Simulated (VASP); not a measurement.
Wanted: the native input for a VASP 6.6.1 run.

```
Task                   : single point
Functional             : PBE
Potentials or basis    : VASP PAW PBE potentials, release 64 (Y_sv, Cu, Sb)
Cutoff                 : 520 eV
k mesh                 : 9 × 9 × 10
Occupations            : gaussian, width 0.1 eV
Spin                   : no spin polarisation
Dipole correction      : no
Further INCAR settings : ALGO = Normal; EDIFF = 1e-06; NBANDS = 33
```

The structure of YCu2Sb3 lies in POSCAR:

```
YCu2Sb3
1.0
    6.4121974669      0.0000000000      0.0000000000
   -3.2060987334      5.5531259004      0.0000000000
    0.0000000000      0.0000000000      3.9940246439
Y Cu Sb
1 2 3
Direct
    0.0000000000      0.0000000000      0.0000000000
    0.3333333333      0.6666666667      0.0000000000
    0.6666666667      0.3333333333      0.0000000000
    0.5000000000      0.0000000000      0.5000000000
    0.5000000000      0.5000000000      0.5000000000
    0.0000000000      0.5000000000      0.5000000000
```

The cell was generated, and may not be a known phase.

One way to write it, as run:

INCAR

```
SYSTEM = YCu2Sb3
PREC = Accurate
ENCUT = 520
EDIFF = 1E-6
ISMEAR = 0
SIGMA = 0.1
LREAL = .False.
LASPH = .True.
NELM = 80
ALGO = Normal
ISIF = 2
LWAVE = .False.
LCHARG = .False.
GGA = PE
NBANDS = 33
```

KPOINTS

```
regular mesh
0
Gamma
  9 9 10
  0 0 0
```

Potentials or basis: VASP PAW PBE potentials, release 64 (Y_sv, Cu, Sb).

Run with:

```console
$ cat potpaw_PBE.64/Y_sv/POTCAR potpaw_PBE.64/Cu/POTCAR potpaw_PBE.64/Sb/POTCAR > POTCAR
$ mpirun -np 1 vasp_std > vasp.out
```

Results of the run:

The pressure is 0.0 GPa. The band gap on the k mesh is zero (bands 24 and 25 overlap by 1.90 eV).

Caveat: spin-orbit coupling is left out, which moves the levels of the heavy elements.

Run time: 4.2 min on 1 thread of Intel(R) Xeon(R) Platinum 8559C (Emerald Rapids), on a shared host, peak memory 0.49 GiB.
